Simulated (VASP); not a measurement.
Here is a VASP 6.6.1 calculation.

File INCAR:

```
  PREC = Accurate
  ENCUT = 520
  EDIFF = 1E-6
  ISMEAR = 0
  SIGMA = 0.01
  LREAL = False
  LASPH = True
  NELM = 80
  ALGO = Normal
  ISIF = 2
  LWAVE = False
  LCHARG = False
  GGA = PE
  NBANDS = 25
```

Contents of KPOINTS:

```
regular mesh
0
Gamma
  6 6 8
```

The input POSCAR:

```
SiO2
1.0
    4.2118247061      0.0000000000      0.0000000000
    0.0000000000      4.2118247061      0.0000000000
    0.0000000000      0.0000000000      2.6872274452
Si O
2 4
Direct
    0.0000000000      0.0000000000      0.0000000000
    0.5000000000      0.5000000000      0.5000000000
    0.3059000000      0.3059000000      0.0000000000
    0.1941000000      0.8059000000      0.5000000000
    0.6941000000      0.6941000000      0.0000000000
    0.8059000000      0.1941000000      0.5000000000
```

Potentials or basis: VASP PAW PBE potentials, release 64 (Si, O).

Launch:

```console
$ cat potpaw_PBE.64/Si/POTCAR potpaw_PBE.64/O/POTCAR > POTCAR
$ mpirun -np 1 vasp_std > vasp.out
```

(1) What does it give for the band gap on the k mesh?

(2) Estimate the pressure.

Results:

(1) 5.18 eV, direct.

(2) 3.2 GPa.
